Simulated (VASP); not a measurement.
InGaTe3: relaxation of cell and atoms with PBE

Crystal: InGaTe3.

```
CELL_PARAMETERS angstrom
5.20755 0.00000 0.00000
0.00000 5.20755 0.00000
0.00000 0.00000 5.20755
ATOMIC_POSITIONS crystal
In 0.00000 0.00000 0.00000
Ga 0.50000 0.50000 0.50000
Te 0.50000 0.00000 0.00000
Te 0.00000 0.50000 0.00000
Te 0.00000 0.00000 0.50000
```

The cell was built from a structure type or drawn by symmetry, and may not be a known phase.

```json
{"Program": "VASP 6.6.1", "Task": "relaxation of cell and atoms", "Functional": "PBE", "Potentials or basis": "VASP PAW PBE potentials, release 64 (In_d, Ga_d, Te)", "Cutoff": "600 eV", "k mesh": "4 × 4 × 4", "Occupations": "gaussian, width 0.1 eV", "Spin": "no spin polarisation", "Dipole correction": "no", "Further INCAR settings": "ALGO = Normal; EDIFF = 1e-07; IBRION = 2; EDIFFG = -0.04; NSW = 90; ISIF = 3"}
```

| Property | Result |
| --- | --- |
| Relaxed volume | 37.86 Å³/atom |
| Relaxed cell | a = 5.742 Å, b = 5.742 Å, c = 5.742 Å, α = 90.00°, β = 90.00°, γ = 90.00° |
| Space group after relaxing (to 0.1 Å) | Pm-3m (No. 221) |
| Energy gained by relaxing | 349.9 meV/atom |
| Ionic steps | 4 |
| Pressure after relaxing | 0.0 GPa |
| Band gap on the k mesh | zero (bands 22 and 23 overlap by 1.12 eV) |

Step by step:
| step | energy change (eV) | largest force (eV/Å) | pressure (GPa) | volume (Å³) |
| --- | --- | --- | --- | --- |
| 1 | 0.0000 | 0.0000 | 15.67 | 141.22 |
| 2 | -1.6469 | 0.0000 | -1.85 | 205.53 |
| 3 | -1.7481 | 0.0000 | 0.27 | 187.19 |
| 4 | -1.7497 | 0.0000 | -0.03 | 189.28 |

Final structure:
```yaml
crystal:
  lattice:
    - [5.74162, 0.00000, 0.00000]
    - [0.00000, 5.74162, 0.00000]
    - [0.00000, 0.00000, 5.74162]
  atoms:
    - { symbol: In, position: [0.00000, 0.00000, 0.00000] }
    - { symbol: Ga, position: [0.50000, 0.50000, 0.50000] }
    - { symbol: Te, position: [0.50000, 0.00000, 0.00000] }
    - { symbol: Te, position: [0.00000, 0.50000, 0.00000] }
    - { symbol: Te, position: [0.00000, 0.00000, 0.50000] }
```

Levels at points of the mesh, in eV from the Fermi level:
```csv
k point,band 18,band 19,band 20,band 21,band 22,band 23,band 24,band 25,band 26
"(0.00, 0.00, 0.00)",-2.20,-0.50,-0.50,-0.50,-0.46,-0.46,-0.46,3.28,3.28
"(0.50, 0.00, 0.00)",-1.27,-1.27,-1.01,-0.87,-0.32,-0.32,1.27,2.49,2.67
"(0.50, 0.50, 0.00)",-1.51,-1.51,-1.06,-1.06,-0.06,0.64,1.80,2.55,2.55
"(0.50, 0.50, 0.50)",-2.67,-0.03,-0.03,0.66,0.66,0.66,2.97,2.97,2.97
```

Run time: 4.6 min on 1 thread of Intel Xeon 8259CL (shared host), peak memory 0.3 GiB.

Caveat: the volume moved by over 15 % at a fixed basis, so the end points are rough; spin-orbit coupling is left out, which moves the levels of the heavy elements.
